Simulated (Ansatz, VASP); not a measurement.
One calculation of ScSi2, two programs

Contents of INCAR:

```
SYSTEM = ScSi2
  PREC = Accurate
  ENCUT = 520
  EDIFF = 1E-6
  ISMEAR = -1
  SIGMA = 0.05
  LREAL = .FALSE.
  LASPH = .TRUE.
  NELM = 60
  ALGO = Normal
  ISIF = 2
  LWAVE = .FALSE.
  LCHARG = .TRUE.
  GGA = PS
  LELF = .TRUE.
  LVHAR = .TRUE.
  NBANDS = 16
```

Contents of KPOINTS:

```
Automatic mesh
0
G
  13 13 11
  0 0 0
```

POSCAR

```
ScSi2
1.0
    3.6477578208      0.0000000000      0.0000000000
   -1.8238789104      3.1590509397      0.0000000000
    0.0000000000      0.0000000000      3.8570567595
Sc Si
1 2
Direct
    0.0000000000      0.0000000000      0.0000000000
    0.3333333333      0.6666666667      0.5000000000
    0.6666666667      0.3333333333      0.5000000000
```

Input for Ansatz:

```yaml
crystal:
  lattice:
    - [3.6477578208, 0.0, 0.0]
    - [-1.8238789104, 3.1590509397, 0.0]
    - [0.0, 0.0, 3.8570567595]
  atoms:
    - { symbol: Sc, position: [0.0, 0.0, 0.0] }
    - { symbol: Si, position: [0.3333333333, 0.6666666667, 0.5] }
    - { symbol: Si, position: [0.6666666667, 0.3333333333, 0.5] }
kpoints:
  mp_grid: { grid: [13, 13, 11] }
  band_path:
    path:
      - [0.0, 0.0, 0.0]
      - [0.5, 0.0, 0.0]
      - [0.3333333333, 0.3333333333, 0.0]
      - [0.0, 0.0, 0.0]
      - [0.0, 0.0, 0.5]
      - [0.5, 0.0, 0.5]
      - [0.3333333333, 0.3333333333, 0.5]
      - [0.0, 0.0, 0.5]
      - [0.5, 0.0, 0.5]
    npoints: 5
scf:
  occupations: { method: fermi_dirac, width: 0.05 }
hamiltonian:
  xc: pbesol
  pseudopotentials: { kind: all_electron, lapw: { basis_error: 0.001 } }
output:
  forces: true
  stress: true
  eigenvalues: true
```

Change from the starting cell: volume scaled by 0.99.

Alike in both runs: task single point; functional PBEsol; k mesh 13 × 13 × 11; occupations fermi-dirac, width 0.05 eV; no spin polarisation.

```csv
,VASP,Ansatz
version,VASP 6.6.1,Ansatz 0.2.0
potentials or method,"VASP PAW PBE potentials, release 64 (Sc_sv, Si), cutoff 520 eV","all-electron LAPW, scalar-relativistic"
```

|  | VASP | Ansatz | Ansatz less VASP |
| --- | --- | --- | --- |
| pressure (GPa) | 24.0 | 23.6 | -0.43 |
| traceless stress, the component that is largest in VASP (GPa) | -25.66 | -25.51 | +0.150 |

VASP's potentials were made for PBE, not for PBEsol. Ansatz ran all-electron here, and VASP with PAW potentials.
